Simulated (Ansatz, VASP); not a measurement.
# One calculation of ReBi, two programs

Contents of INCAR:

```
PREC     = Accurate       # precision mode
ENCUT    = 520            # plane-wave cutoff, eV
EDIFF    = 1E-6           # SCF threshold, eV
ISMEAR   = 0              # smearing method
SIGMA    = 0.05           # smearing width, eV
LREAL    = F              # projectors in reciprocal space
LASPH    = T              # aspherical terms in the spheres
NELM     = 60             # most SCF steps
ALGO     = Normal         # electronic algorithm
ISIF     = 2              # what is computed and relaxed
LWAVE    = F              # write WAVECAR
LCHARG   = T              # write CHGCAR
GGA      = PS             # functional
LELF     = T              # ELF
LVHAR    = T            
NBANDS   = 18             # bands
```

The input KPOINTS:

```
Automatic mesh
0
Gamma
  10 10 10
```

Contents of POSCAR:

```
ReBi
1.0
    0.0000000000      2.9056315460      2.9056315460
    2.9056315460      0.0000000000      2.9056315460
    2.9056315460      2.9056315460      0.0000000000
Re Bi
1 1
Direct
    0.0000000000      0.0000000000      0.0000000000
    0.2500000000      0.2500000000      0.2500000000
```

Input for Ansatz:

```yaml
crystal:
  lattice:
    - [0.0, 2.905631546, 2.905631546]
    - [2.905631546, 0.0, 2.905631546]
    - [2.905631546, 2.905631546, 0.0]
  atoms:
    - { symbol: Re, position: [0.0, 0.0, 0.0] }
    - { symbol: Bi, position: [0.25, 0.25, 0.25] }
basis:
  ecutwfc: 420
  ecutrho_ratio: 4
kpoints:
  mp_grid: { grid: [10, 10, 10] }
hamiltonian:
  xc: pbesol
scf:
  occupations: { method: gaussian, width: 0.05 }
output:
  forces: true
  stress: true
  eigenvalues: true
```

Alike in both runs: task single point; functional PBEsol; k mesh 10 × 10 × 10; occupations gaussian, width 0.05 eV; no spin polarisation.

|  | VASP | Ansatz |
| --- | --- | --- |
| version | VASP 6.6.1 | Ansatz 0.2.0 |
| potentials or method | VASP PAW PBE potentials, release 64 (Re, Bi_d), cutoff 520 eV | scalar-relativistic, plane waves, PAW |
| valence electrons in the cell | 22 | 30 |

VASP gave:

* pressure (GPa): 21.8

Task: Which values does Ansatz return?

Result: Pressure (GPa): 21.3.

VASP's potentials were made for PBE, not for PBEsol. VASP's potentials hold 22 valence electrons a cell and Ansatz's 30, so a difference there can come from the potentials and not from the codes.

Neither program's run includes spin-orbit coupling.
